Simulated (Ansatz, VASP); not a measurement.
Two plane-wave programs on Ni2O

INCAR

```
PREC = Accurate
ENCUT = 600
EDIFF = 1E-6
ISMEAR = 0
SIGMA = 0.1
LREAL = F
LASPH = T
NELM = 150
ALGO = Normal
ISIF = 3
LWAVE = F
LCHARG = F
ISPIN = 2
MAGMOM = 1.08 1.08 0.39
LORBIT = 11
LMAXMIX = 4
GGA = PE
IBRION = 2
NSW = 90
EDIFFG = -0.04
```

KPOINTS

```
regular mesh
0
Gamma
  6 6 6
```

POSCAR

```
Ni2O
1.0
    0.0000000000      2.3642750049      2.3642750049
    2.3642750049      0.0000000000      2.3642750049
    2.3642750049      2.3642750049      0.0000000000
Ni O
2 1
Direct
    0.2500000000      0.2500000000      0.2500000000
    0.7500000000      0.7500000000      0.7500000000
    0.0000000000      0.0000000000      0.0000000000
```

Input for Ansatz:

```yaml
crystal:
  lattice:
    - [0.0, 2.3642750049, 2.3642750049]
    - [2.3642750049, 0.0, 2.3642750049]
    - [2.3642750049, 2.3642750049, 0.0]
  atoms:
    - { symbol: Ni, position: [0.25, 0.25, 0.25], spin: 1.08 }
    - { symbol: Ni, position: [0.75, 0.75, 0.75], spin: 1.08 }
    - { symbol: O, position: [0.0, 0.0, 0.0], spin: 0.39 }
basis:
  ecutwfc: 420
kpoints:
  mp_grid: { grid: [6, 6, 6] }
hamiltonian:
  xc: pbe
scf:
  occupations: { method: gaussian, width: 0.1 }
  lower_state_search: "off"
output:
  forces: true
  stress: true
  eigenvalues: true
  populations: true
magnetization:
  spin_polarized: true
relax:
  adjacent_minimum: "off"
  f_tol: 0.04
  max_steps: 70
  cell: { stress_tol: 0.4 }
```

Alike in both runs: task relaxation of cell and atoms; functional PBE; k mesh 6 × 6 × 6; occupations gaussian, width 0.1 eV; collinear spin.

|  | VASP | Ansatz |
| --- | --- | --- |
| version | VASP 6.6.1 | Ansatz 0.2.0 |
| potentials or method | VASP PAW PBE potentials, release 64 (Ni, O), cutoff 600 eV | scalar-relativistic, plane waves, PAW |
| valence electrons in the cell | 26 | 42 |

Ansatz gave:

- gap on the k mesh at the Fermi level, each at its own relaxed structure (eV): none
- net moment per atom (μB): 0.84
- size of the moment on the site where the two differ most (μB): 1.08
- relaxed volume (Å³/atom): 10.72
- relaxed length of the cell vector where the two differ most in proportion (Å): 3.569

Question: What did VASP give for the same quantities?

Answer: gap on the k mesh at the Fermi level, each at its own relaxed structure (eV): none; net moment per atom (μB): 0.83; size of the moment on the site where the two differ most (μB): 1.05; relaxed volume (Å³/atom): 10.74; relaxed length of the cell vector where the two differ most in proportion (Å): 3.572.

Site moments also hang on the region over which each program counts them. A gap of «none» marks a metal or a gap that the smearing closes. VASP's potentials hold 26 valence electrons a cell and Ansatz's 42, so a difference there can come from the potentials and not from the codes.

The k mesh is coarse, so the values compare programs but aren't converged. Noted on VASP's run: the volume moved by over 15 % at a fixed basis, so the end points are rough.
